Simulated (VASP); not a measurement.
Write the native input for VASP 6.6.1 that does the following.

| Quantity | Value |
| --- | --- |
| Task | single point |
| Functional | PBE |
| Potentials or basis | VASP PAW PBE potentials, release 64 (Te, Mo_sv) |
| Cutoff | 520 eV |
| k mesh | 4 × 8 × 2 |
| Occupations | gaussian, width 0.015 eV |
| Spin | no spin polarisation |
| Dipole correction | no |
| Further INCAR settings | ALGO = Normal; EDIFF = 1e-07; NBANDS = 64 |

The structure of Te2Mo lies in POSCAR:

```
Te2Mo
1.0
    6.3464495577      0.0000000000      0.0000000000
    0.0000000000      3.4942155400      0.0000000000
   -0.5490254083      0.0000000000     14.8561586148
Te Mo
8 4
Direct
    0.0630865700      0.5000000000      0.4013918100
    0.9362609700      0.0000000000      0.5989235800
    0.5672046900      0.0000000000      0.3620628100
    0.4325395100      0.5000000000      0.6382740100
    0.0910474500      0.0000000000      0.1379227500
    0.9094538900      0.5000000000      0.8617520200
    0.5810927600      0.5000000000      0.0985498300
    0.4193469800      0.0000000000      0.9011539900
    0.3196862200      0.0000000000      0.5068268200
    0.6797845000      0.5000000000      0.4935200200
    0.1814915000      0.5000000000      0.0065316300
    0.8190039500      0.0000000000      0.9930897200
```

The input as run:

INCAR

```
SYSTEM = Te2Mo
  PREC = Accurate
  ENCUT = 520
  EDIFF = 1E-7
  ISMEAR = 0
  SIGMA = 0.015
  LREAL = .FALSE.
  LASPH = .TRUE.
  NELM = 100
  ALGO = Normal
  ISIF = 2
  LWAVE = .FALSE.
  LCHARG = .FALSE.
  GGA = PE
  NBANDS = 64
```

KPOINTS

```
regular mesh
0
G
  4 8 2
  0 0 0
```

Potentials or basis: VASP PAW PBE potentials, release 64 (Te, Mo_sv).

Command:

```sh
$ cat potpaw_PBE.64/Te/POTCAR potpaw_PBE.64/Mo_sv/POTCAR > POTCAR
$ mpirun -np 1 vasp_std > vasp.out
```

It gave:

| Quantity | Value |
| --- | --- |
| Pressure | 0.7 GPa |
| Largest force | 0.216 eV/Å |
| Band gap on the k mesh | zero (bands 52 and 53 overlap by 0.14 eV) |

Caveat: spin-orbit coupling is left out, which moves the levels of the heavy elements; this functional lacks dispersion, which binds layers or chains, so the pressure and a relaxed spacing across them are unreliable.

Run time: 26 min on 1 thread of Intel Xeon 8259CL (shared host), peak memory 0.7 GiB.
